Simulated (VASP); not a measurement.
# Yb (Fm-3m) in VASP: settings compared

Aim: see how the results for Yb move with the level of theory and the settings. Levels: PBEsol, LDA, BLYP. Tasks: single point.

All numbers are computed with VASP 6.6.1; they aren't measurements. Logs are shortened: lines on timing, memory, paths and dates and some standing lists are left out, and cuts for length are marked.

## 1. The cell of the first run

Symmetry: Fm-3m, No. 225, cubic system. The conventional cell has a = 5.374 Å, b = 5.374 Å, c = 5.374 Å, α = 90.00°, β = 90.00°, γ = 90.00°. Yb (site symmetry m-3m) has 12 Yb at 3.80 Å within 5.0 Å.

## 2. Single point, PBEsol, collinear spin, ferromagnetic start

INCAR

```
SYSTEM = Yb
  ALGO = Normal
  EDIFF = 1E-6
  ENCUT = 520
  GGA = PS
  ISIF = 2
  ISMEAR = -1
  ISPIN = 2
  LASPH = .TRUE.
  LCHARG = .TRUE.
  LELF = .TRUE.
  LMAXMIX = 6
  LORBIT = 11
  LREAL = .FALSE.
  LVHAR = .TRUE.
  LWAVE = .FALSE.
  MAGMOM = 1
  NBANDS = 22
  NELM = 150
  PREC = Accurate
  SIGMA = 0.05
```

KPOINTS

```
k-points
0
G
  8 8 8
  0 0 0
```

POSCAR

```
Yb
1.0
    0.0000000000      2.6871026548      2.6871026548
    2.6871026548      0.0000000000      2.6871026548
    2.6871026548      2.6871026548      0.0000000000
Yb
1
Direct
    0.0000000000      0.0000000000      0.0000000000
```

Potentials or basis: VASP PAW PBE potentials, release 64 (Yb).

The run is started by

```console
> cat potpaw_PBE.64/Yb/POTCAR > POTCAR
> mpirun -np 1 vasp_std > vasp.out
```

OUTCAR:

```text
SYSTEM = Yb
   EDIFF = 1E-6
   ENCUT = 520
   GGA = PS
   ISIF = 2
   ISMEAR = -1
   ISPIN = 2
   LASPH = .TRUE.
   LORBIT = 11
   LREAL = .FALSE.
   NELM = 150
   PREC = Accurate

 ion  position               nearest neighbor table
   1  0.000  0.000  0.000-

  LATTYP: Found a face centered cubic cell.
 ALAT       =     5.3742053096

  Lattice vectors:

 A1 = (   0.0000000000,   2.6871026548,   2.6871026548)
 A2 = (   2.6871026548,   0.0000000000,   2.6871026548)
 A3 = (   2.6871026548,   2.6871026548,   0.0000000000)

Analysis of symmetry for initial positions (statically):
=====================================================================
 Subroutine PRICEL returns:
 Original cell was already a primitive cell.

 Routine SETGRP: Setting up the symmetry group for a
 face centered cubic supercell.

 Subroutine GETGRP returns: Found 48 space group operations
 (whereof 48 operations were pure point group operations)
 out of a pool of 48 trial point group operations.

The static configuration has the point symmetry O_h .

Analysis of symmetry for dynamics (positions and initial velocities):
=====================================================================
 Subroutine PRICEL returns:
 Original cell was already a primitive cell.

 Routine SETGRP: Setting up the symmetry group for a
 face centered cubic supercell.

 Subroutine GETGRP returns: Found 48 space group operations
 (whereof 48 operations were pure point group operations)
 out of a pool of 48 trial point group operations.

The dynamic configuration has the point symmetry O_h .

Analysis of structural, dynamic, and magnetic symmetry:
=====================================================================
 Subroutine PRICEL returns:
 Original cell was already a primitive cell.

 Routine SETGRP: Setting up the symmetry group for a
 face centered cubic supercell.

 Subroutine GETGRP returns: Found 48 space group operations
 (whereof 48 operations were pure point group operations)
 out of a pool of 48 trial point group operations.

The overall configuration has the point symmetry O_h .

 Subroutine INISYM returns: Found 48 space group operations
 (whereof 48 operations are pure point group operations),
 and found     1 'primitive' translations

----------------------------------------------------------------------------------------

                                     Primitive cell

  volume of cell :      38.8046

  direct lattice vectors                    reciprocal lattice vectors
     0.000000000  2.687102655  2.687102655    -0.186074023  0.186074023  0.186074023
     2.687102655  0.000000000  2.687102655     0.186074023 -0.186074023  0.186074023
     2.687102655  2.687102655  0.000000000     0.186074023  0.186074023 -0.186074023

  length of vectors
     3.800137018  3.800137018  3.800137018     0.322289661  0.322289661  0.322289661

  position of ions in fractional coordinates (direct lattice)
     0.000000000  0.000000000  0.000000000

  ion indices of the primitive-cell ions
   primitive index   ion index
                 1           1

----------------------------------------------------------------------------------------

 KPOINTS: k-points

Automatic generation of k-mesh.
 Grid dimensions read from file:
 generate k-points for:    8    8    8

 Generating k-lattice:

  Cartesian coordinates                     Fractional coordinates (reciprocal lattice)
    -0.023259253  0.023259253  0.023259253     0.125000000  0.000000000  0.000000000
     0.023259253 -0.023259253  0.023259253     0.000000000  0.125000000  0.000000000
     0.023259253  0.023259253 -0.023259253     0.000000000  0.000000000  0.125000000

  Length of vectors
     0.040286208  0.040286208  0.040286208

  Shift w.r.t. Gamma in fractional coordinates (k-lattice)
     0.000000000  0.000000000  0.000000000

 Subroutine IBZKPT returns following result:
 ===========================================

 Found     29 irreducible k-points:

 Following reciprocal coordinates:
            Coordinates               Weight
  0.000000  0.000000  0.000000      1.000000
  0.125000  0.000000  0.000000      8.000000
  0.250000  0.000000  0.000000      8.000000
  0.375000  0.000000  0.000000      8.000000
  0.500000  0.000000  0.000000      4.000000
  0.125000  0.125000  0.000000      6.000000
[... 16 lines left out ...]
  0.500000  0.250000  0.125000     48.000000
 -0.375000  0.250000  0.125000     24.000000
 [... further k-points ...]
   k-points           NKPTS =     29   k-points in BZ     NKDIM =     29   number of bands    NBANDS=     22
   number of dos      NEDOS =    301   number of ions     NIONS =      1
   total plane-waves  NPLWV =  21952
   dimension x,y,z NGX =    28 NGY =   28 NGZ =   28
   dimension x,y,z NGXF=    56 NGYF=   56 NGZF=   56
   ions per type =               1
   NGX,Y,Z   is equivalent  to a cutoff of  12.25, 12.25, 12.25 a.u.
   NGXF,Y,Z  is equivalent  to a cutoff of  24.50, 24.50, 24.50 a.u.
 SYSTEM =  Yb
   PREC   = accura    normal or accurate (medium, high low for compatibility)
   ISTART =      0    job   : 0-new  1-cont  2-samecut
   ICHARG =      2    charge: 1-file 2-atom 10-const
   ISPIN  =      2    spin polarized calculation?
   LNONCOLLINEAR =      F non collinear calculations
   LSORBIT =      F    spin-orbit coupling
   LASPH  =      T    aspherical Exc in radial PAW
   ENCUT  =  520.0 eV  38.22 Ry    6.18 a.u.   7.07  7.07  7.07*2*pi/ulx,y,z
   NELM   =    150;   NELMIN=  2; NELMDL= -5     # of ELM steps
   EDIFF  = 0.1E-05   stopping-criterion for ELM
   LREAL  =      F    real-space projection
   EDIFFG = 0.1E-04   stopping-criterion for IOM
   NSW    =      0    number of steps for IOM
   IBRION =     -1    ionic relax: 0-MD 1-quasi-New 2-CG
   NFREE  =      0    steps in history (QN), initial steepest desc. (CG)
   ISIF   =      2    stress and relaxation
   ISYM   =      2    0-nonsym 1-usesym 2-fastsym
   POTIM  = 0.5000    time-step for ionic-motion
   TEBEG  =    0.0;   TEEND  =   0.0 temperature during run
   PSTRESS=    0.0 pullay stress
   NELECT =      24.0000    total number of electrons
   NUPDOWN=      -1.0000    fix difference up-down
   EMIN   =  10.00;   EMAX   =-10.00  energy-range for DOS
   EFERMI =   0.00;   METHOD = LEGACY
   ISMEAR =    -1;   SIGMA  =   0.05  broadening in eV -4-tet -1-fermi 0-gaus
   EFERMI_NEDOS =   21; number of points for ismear=-14 and -15
   IALGO  =     38    algorithm
   IMIX   =      4    mixing-type and parameters
     AMIX     =   0.40;   BMIX     =  1.00
     AMIX_MAG =   1.60;   BMIX_MAG =  1.00
  volume/ion in A,a.u.               =      38.80       261.87
  Fermi-wavevector in a.u.,A,eV,Ry     =   1.394818  2.635825 26.470383  1.945518
  Thomas-Fermi vector in A             =   2.518330
   LORBIT       =     11    0 simple, 1 ext, 2 COOP (PROOUT), +10 PAW based schemes
   GGA     = PS    functional components
   LHFCALC =     F    Hartree Fock is set to
   AEXX    =    0.0000 exact exchange contribution
   IVDW    =     0    specifies the selected vdW correction
   LEPSILON=     F    determine dielectric tensor
   LRPA    =     F    only Hartree local field effects (RPA)
 spin polarized calculation
  energy-cutoff  :      520.00
  volume of cell :       38.80
 maximum number of plane-waves:      1056
   NGX = 15   NGY = 15   NGZ = 15

 number of electron      23.9999988 magnetization      -0.0017768

 number of electron      23.9999988 magnetization       0.0009532

 Free energy of the ion-electron system (eV)
  ---------------------------------------------------
  ext. energy  EPLUGINS =         0.00000000
  ---------------------------------------------------
  free energy    TOTEN  =        -3.86093279 eV

  energy without entropy =       -3.84802064  energy(sigma->0) =       -3.85447671

 E-fermi :   1.2528     XC(G=0):  -9.2274

 val. band max:        1.1065800783   @ k =  -0.3750   0.3750   0.0000
 cond. band min:       1.2762292471   @ k =  -0.2500   0.5000   0.2500
 fundamental gap:      0.1696491688
 Fermi energy:         1.2527630013

 spin component 1

 k-point     1 :       0.0000    0.0000    0.0000
  band No.  band energies     occupation
      1     -50.5605      1.00000
      2     -22.7838      1.00000
      3     -22.7838      1.00000
      4     -22.7838      1.00000
      5      -3.7833      1.00000
      6       0.7879      0.99991
[... 14 lines left out ...]
     21      12.9641      0.00000
     22      14.7856      0.00000

 k-point     2 :       0.1250    0.0000    0.0000
  band No.  band energies     occupation
      1     -50.5589      1.00000
      2     -22.8232      1.00000
      3     -22.7891      1.00000
      4     -22.7891      1.00000
      5      -3.4508      1.00000
      6       0.7916      0.99990
[... 14 lines left out ...]
     21      13.6277      0.00000
     22      16.1314      0.00000

 k-point     3 :       0.2500    0.0000    0.0000
  band No.  band energies     occupation
      1     -50.5548      1.00000
      2     -22.9168      1.00000
      3     -22.8020      1.00000
      4     -22.8020      1.00000
      5      -2.5331      1.00000
      6       0.8038      0.99987
[... 14 lines left out ...]
     21      14.8704      0.00000
     22      14.8704      0.00000
[... 476 lines left out ...]
 k-point    23 :       0.5000    0.2500    0.1250
  band No.  band energies     occupation
      1     -50.5486      1.00000
      2     -22.9888      1.00000
      3     -22.8794      1.00000
      4     -22.8338      1.00000
      5      -0.5574      1.00000
      6       0.8345      0.99977
[... 14 lines left out ...]
     21      13.8292      0.00000
     22      15.9358      0.00000

 k-point    24 :      -0.3750    0.2500    0.1250
  band No.  band energies     occupation
      1     -50.5472      1.00000
      2     -23.0098      1.00000
      3     -22.8885      1.00000
      4     -22.8421      1.00000
      5       0.2940      1.00000
      6       0.8168      0.99984
[... 14 lines left out ...]
     21      12.7747      0.00000
     22      17.6945      0.00000

 [... further k-points ...]

 spin component 2

 k-point     1 :       0.0000    0.0000    0.0000
  band No.  band energies     occupation
      1     -50.5599      1.00000
      2     -22.7834      1.00000
      3     -22.7834      1.00000
      4     -22.7834      1.00000
      5      -3.7840      1.00000
      6       0.7894      0.99991
[... 14 lines left out ...]
     21      12.9639      0.00000
     22      14.7853      0.00000

 k-point     2 :       0.1250    0.0000    0.0000
  band No.  band energies     occupation
      1     -50.5582      1.00000
      2     -22.8228      1.00000
      3     -22.7888      1.00000
      4     -22.7888      1.00000
      5      -3.4515      1.00000
      6       0.7932      0.99990
[... 14 lines left out ...]
     21      13.6275      0.00000
     22      16.1310      0.00000

 k-point     3 :       0.2500    0.0000    0.0000
  band No.  band energies     occupation
      1     -50.5542      1.00000
      2     -22.9165      1.00000
      3     -22.8017      1.00000
      4     -22.8017      1.00000
      5      -2.5337      1.00000
      6       0.8053      0.99987
[... 14 lines left out ...]
     21      14.8702      0.00000
     22      14.8702      0.00000
[... 476 lines left out ...]
 k-point    23 :       0.5000    0.2500    0.1250
  band No.  band energies     occupation
      1     -50.5479      1.00000
      2     -22.9884      1.00000
      3     -22.8790      1.00000
      4     -22.8334      1.00000
      5      -0.5580      1.00000
      6       0.8358      0.99976
[... 14 lines left out ...]
     21      13.8287      0.00000
     22      15.9351      0.00000

 k-point    24 :      -0.3750    0.2500    0.1250
  band No.  band energies     occupation
      1     -50.5466      1.00000
      2     -23.0095      1.00000
      3     -22.8882      1.00000
      4     -22.8417      1.00000
      5       0.2935      1.00000
      6       0.8180      0.99983
[... 14 lines left out ...]
     21      12.7741      0.00000
     22      17.6940      0.00000

 [... further k-points ...]

------------------------ aborting loop because EDIFF is reached ----------------------------------------

  FORCE on cell =-STRESS in cart. coord.  units (eV):
  Direction    XX          YY          ZZ          XY          YZ          ZX
  --------------------------------------------------------------------------------------
  -------------------------------------------------------------------------------------
  Total       -0.3489081     -0.3489081     -0.3489081      0.0000000      0.0000000      0.0000000
  in kB      -14.4058495    -14.4058495    -14.4058495      0.0000000      0.0000000      0.0000000
  external PRESSURE =     -14.4058495 kB  Pullay stress =       0.0000000 kB

 VOLUME and BASIS-vectors are now :
 -----------------------------------------------------------------------------
  energy-cutoff  :      520.00
  volume of cell :       38.80
      direct lattice vectors                 reciprocal lattice vectors
     0.000000000  2.687102655  2.687102655    -0.186074023  0.186074023  0.186074023
     2.687102655  0.000000000  2.687102655     0.186074023 -0.186074023  0.186074023
     2.687102655  2.687102655  0.000000000     0.186074023  0.186074023 -0.186074023

 POSITION                                       TOTAL-FORCE (eV/Angst)
 -----------------------------------------------------------------------------------
      0.00000      0.00000      0.00000         0.000000      0.000000      0.000000
 -----------------------------------------------------------------------------------
    total drift:                               -0.000000      0.000000      0.000000

  FREE ENERGIE OF THE ION-ELECTRON SYSTEM (eV)
  ---------------------------------------------------
  free  energy   TOTEN  =        -3.8609327919 eV

  energy  without entropy=       -3.8480206377  energy(sigma->0) =       -3.85447671

 total charge

# of ion       s       p       d       f       tot
--------------------------------------------------
    1        2.219   5.978   0.233  13.632  22.062

 magnetization (x)

# of ion       s       p       d       f       tot
--------------------------------------------------
    1        0.000  -0.000  -0.000   0.001   0.000
```

It took 3.2 min on 1 thread of AMD EPYC 7R43 (Zen 3), shared host; peak memory 0.19 GiB.

Results:

```yaml
Free_energy: -3.8609 eV
Pressure: -1.4 GPa
Net_moment: 0.00 μB per cell
Valence_electrons_inside_the_program's_atomic_spheres: Yb 22.06
```

Levels at points of the mesh, in eV from the Fermi level:
Spin up:
```csv
k point,band 9,band 10,band 11,band 12,band 13,band 14,band 15,band 16
"(0.00, 0.00, 0.00)",-0.38,-0.29,-0.29,-0.29,2.73,2.73,2.73,4.70
"(0.50, 0.00, 0.00)",-0.38,-0.31,-0.31,-0.29,0.21,2.54,2.54,6.13
"(0.50, 0.50, 0.00)",-0.37,-0.33,-0.32,-0.32,0.16,1.45,6.15,6.55
```
Spin down:
| k point | band 9 | band 10 | band 11 | band 12 | band 13 | band 14 | band 15 | band 16 |
| --- | --- | --- | --- | --- | --- | --- | --- | --- |
| (0.00, 0.00, 0.00) | -0.38 | -0.29 | -0.29 | -0.29 | 2.73 | 2.73 | 2.73 | 4.70 |
| (0.50, 0.00, 0.00) | -0.38 | -0.30 | -0.30 | -0.29 | 0.21 | 2.54 | 2.54 | 6.13 |
| (0.50, 0.50, 0.00) | -0.37 | -0.33 | -0.32 | -0.32 | 0.16 | 1.45 | 6.15 | 6.55 |

Caveat: the PAW data sets were made with another functional, which shifts forces and pressure a little; spin-orbit coupling is left out, which moves the levels of the heavy elements. The state reached can hang on the start; a lower one may exist.

## 3. Single point, PBEsol, collinear spin, ferromagnetic start

This run uses another cell than the first one, of 39.63 Å³/atom.

INCAR

```
SYSTEM = Yb
PREC = Accurate
ENCUT = 520
EDIFF = 1E-6
ISMEAR = -1
SIGMA = 0.05
LREAL = .False.
LASPH = .True.
NELM = 150
ALGO = Normal
ISIF = 2
LWAVE = .False.
LCHARG = .False.
ISPIN = 2
MAGMOM = 1
LORBIT = 11
LMAXMIX = 6
GGA = PS
NBANDS = 22
```

KPOINTS

```
Automatic mesh
0
Gamma
  8 8 8
  0 0 0
```

POSCAR

```
Yb
1.0
    0.0000000000      2.7060265364      2.7060265364
    2.7060265364      0.0000000000      2.7060265364
    2.7060265364      2.7060265364      0.0000000000
Yb
1
Direct
    0.0000000000      0.0000000000      0.0000000000
```

Potentials or basis: VASP PAW PBE potentials, release 64 (Yb).

The run is started by

```console
> cat potpaw_PBE.64/Yb/POTCAR > POTCAR
> mpirun -np 1 vasp_std > vasp.out
```

Wall time 3.1 min (1 thread of AMD EPYC 7R43 (Zen 3), shared host); peak memory 0.19 GiB.

It converged, with:

| Property | Result |
| --- | --- |
| Free energy | -3.8453 eV |
| Pressure | -2.7 GPa |
| Band gap on the k mesh | zero (filled and empty bands touch) |
| Net moment | 0.00 μB per cell |
| Valence electrons inside the program's atomic spheres | Yb 22.06 |

Levels at points of the mesh, in eV from the Fermi level:
Spin up:
```
           k point  band 10  band 11  band 12  band 13  band 14  band 15
(0.00, 0.00, 0.00)    -0.29    -0.29    -0.29     2.72     2.72     2.72
(0.50, 0.00, 0.00)    -0.30    -0.30    -0.28     0.18     2.53     2.53
(0.50, 0.50, 0.00)    -0.33    -0.31    -0.31     0.20     1.39     6.05
```
Spin down:
```tsv
k point	band 10	band 11	band 12	band 13	band 14	band 15
(0.00, 0.00, 0.00)	-0.29	-0.29	-0.29	2.72	2.72	2.72
(0.50, 0.00, 0.00)	-0.30	-0.30	-0.29	0.18	2.53	2.53
(0.50, 0.50, 0.00)	-0.33	-0.31	-0.31	0.20	1.39	6.05
```

Caveat: the PAW data sets were made with another functional, which shifts forces and pressure a little; spin-orbit coupling is left out, which moves the levels of the heavy elements.

## 4. Single point, PBEsol, collinear spin, ferromagnetic start

This run uses another cell than the first one, of 41.28 Å³/atom.

INCAR

```
PREC = Accurate ; ENCUT = 520
EDIFF = 1E-6 ; ISMEAR = -1
SIGMA = 0.05 ; LREAL = False
LASPH = True ; NELM = 150
ALGO = Normal ; ISIF = 2
LWAVE = False ; LCHARG = False
ISPIN = 2 ; MAGMOM = 1
LORBIT = 11 ; LMAXMIX = 6
GGA = PS ; NBANDS = 22
```

KPOINTS

```
Automatic mesh
0
Gamma
  8 8 8
```

POSCAR

```
Yb
1.0
    0.0000000000      2.7431000000      2.7431000000
    2.7431000000      0.0000000000      2.7431000000
    2.7431000000      2.7431000000      0.0000000000
Yb
1
Direct
    0.0000000000      0.0000000000      0.0000000000
```

The run is started by

```console
> cat potpaw_PBE.64/Yb/POTCAR > POTCAR
> mpirun -np 1 vasp_std > vasp.out
```

Wall time 9.5 min (1 thread of AMD EPYC 7R43 (Zen 3), shared host); peak memory 0.19 GiB.

Results (log left out):

* Free energy: -3.8110 eV
* Pressure: -5.0 GPa
* Band gap on the k mesh: zero (filled and empty bands overlap)
* Net moment: 0.00 μB per cell
* Valence electrons inside the program's atomic spheres: Yb 22.05

Levels at points of the mesh, in eV from the Fermi level:
Spin up:
| k point | band 8 | band 9 | band 10 | band 11 | band 12 | band 13 | band 14 | band 15 | band 16 | band 17 |
| --- | --- | --- | --- | --- | --- | --- | --- | --- | --- | --- |
| (0.00, 0.00, 0.00) | -0.36 | -0.36 | -0.28 | -0.28 | -0.28 | 2.69 | 2.69 | 2.69 | 4.53 | 4.53 |
| (0.50, 0.00, 0.00) | -0.37 | -0.37 | -0.30 | -0.30 | -0.28 | 0.13 | 2.51 | 2.51 | 5.87 | 5.87 |
| (0.50, 0.50, 0.00) | -0.36 | -0.36 | -0.32 | -0.31 | -0.31 | 0.26 | 1.29 | 5.88 | 6.25 | 6.26 |
Spin down:
| k point | band 10 | band 11 | band 12 | band 13 | band 14 | band 15 |
| --- | --- | --- | --- | --- | --- | --- |
| (0.00, 0.00, 0.00) | -0.28 | -0.28 | -0.28 | 2.69 | 2.69 | 2.69 |
| (0.50, 0.00, 0.00) | -0.30 | -0.30 | -0.28 | 0.13 | 2.51 | 2.51 |
| (0.50, 0.50, 0.00) | -0.32 | -0.31 | -0.31 | 0.26 | 1.29 | 5.88 |

Caveat: the cell stands under tension; the PAW data sets were made with another functional, which shifts forces and pressure a little; spin-orbit coupling is left out, which moves the levels of the heavy elements.

(Part 1 of 2 ends here.)

The gap in the log of VASP goes by the Fermi energy; the results here count the filled bands.